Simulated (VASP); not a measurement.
WS2, 6 atoms in the cell. The cell holds a slab with vacuum, 6 atoms: a = 3.181 Å, b = 3.181 Å, c = 23.214 Å, α = 90.00°, β = 90.00°, γ = 120.00°.  This cell differs from its parent crystal: strain -0.0200 x Voigt [0, 0, 1, 0, 0, 0].

```yaml
Program: VASP 6.6.1
Task: single point
Functional: r2SCAN
Potentials_or_basis: VASP PAW PBE potentials, release 64 (W_sv, S)
Cutoff: 520 eV
k_mesh: 12 × 12 × 2
Occupations: gaussian, width 0.05 eV
Spin: no spin polarisation
Dipole_correction: no
Further_INCAR_settings: ALGO = Normal; EDIFF = 1e-06; NBANDS = 35
```

Potentials or basis: VASP PAW PBE potentials, release 64 (W_sv, S).

The run is started by

```console
$ cat potpaw_PBE.64/W_sv/POTCAR potpaw_PBE.64/S/POTCAR > POTCAR
$ cp INCAR.step1 INCAR
$ mpirun -np 1 vasp_std > vasp.out
$ cp INCAR.step2 INCAR
$ mpirun -np 1 vasp_std > vasp.out
```

Hardware: 1 thread of Oxide Virtual Turin-like Processor, with other jobs on the host.

Question: How long does it take, and how much memory?

Answer: Wall time 37 min on 1 thread of Oxide Virtual Turin-like Processor, on a shared host, peak memory 0.45 GiB. Counts: k points 38.
